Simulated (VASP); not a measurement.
Wanted: the native input for a VASP 6.6.1 run.

```
Task                   : single point
Functional             : PBE
Potentials or basis    : VASP PAW PBE potentials, release 64 (Ga_d, Sb)
Cutoff                 : 520 eV
k mesh                 : 6 × 6 × 6
Occupations            : fermi-dirac, width 0.02 eV
Spin                   : no spin polarisation
Dipole correction      : no
Further INCAR settings : ALGO = Normal; EDIFF = 1e-07; NBANDS = 16
```

The structure of GaSb lies in POSCAR:

```
GaSb
1.0
    0.0000000000      3.0455962499      3.0455962499
    3.0455962499      0.0000000000      3.0455962499
    3.0455962499      3.0455962499      0.0000000000
Ga Sb
1 1
Direct
    0.0000000000      0.0000000000      0.0000000000
    0.2500000000      0.2500000000      0.2500000000
```

This cell differs from its parent crystal: volume changed by -6%.

The input as run:

INCAR

```
SYSTEM = GaSb
  ALGO = Normal
  EDIFF = 1E-7
  ENCUT = 520
  GGA = PE
  ISIF = 2
  ISMEAR = -1
  LASPH = .True.
  LCHARG = .False.
  LREAL = .False.
  LWAVE = .False.
  NBANDS = 16
  NELM = 80
  PREC = Accurate
  SIGMA = 0.02
```

KPOINTS

```
k-points
0
Gamma
  6 6 6
  0 0 0
```

Potentials or basis: VASP PAW PBE potentials, release 64 (Ga_d, Sb).

The run is started by

```sh
$ cat potpaw_PBE.64/Ga_d/POTCAR potpaw_PBE.64/Sb/POTCAR > POTCAR
$ mpirun -np 1 vasp_std > vasp.out
```

It gave:

- Pressure: 3.1 GPa
- Band gap on the k mesh: 0.13 eV, direct

Caveat: spin-orbit coupling is left out, which moves the levels of the heavy elements.

Wall time 7.2 s on 1 thread of AMD EPYC 9R45 96-Core Processor (Zen 5), with other jobs on the host, peak memory 0.15 GiB.
